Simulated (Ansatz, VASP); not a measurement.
**Os in VASP and in Ansatz**

```
CELL_PARAMETERS angstrom
0.00000 1.94500 1.94500
1.94500 0.00000 1.94500
1.94500 1.94500 0.00000
ATOMIC_POSITIONS crystal
Os 0.00000 0.00000 0.00000
```

Alike in both runs: task electric field gradients; functional PBEsol; k mesh 14 × 14 × 14; occupations fermi-dirac, width 0.05 eV; no spin polarisation.

|  | VASP | Ansatz |
| --- | --- | --- |
| version | VASP 6.6.1 | Ansatz 0.2.0 |
| potentials or method | VASP PAW PBE potentials, release 64 (Os), cutoff 520 eV | all-electron PAW with datasets made for the crystal, scalar-relativistic |

|  | VASP | Ansatz | Ansatz less VASP |
| --- | --- | --- | --- |
| pressure (GPa) | -20.0 | -19.9 | +0.06 |

VASP's potentials were made for PBE, not for PBEsol. Ansatz ran all-electron here, and VASP with PAW potentials.

Neither program's run includes spin-orbit coupling.
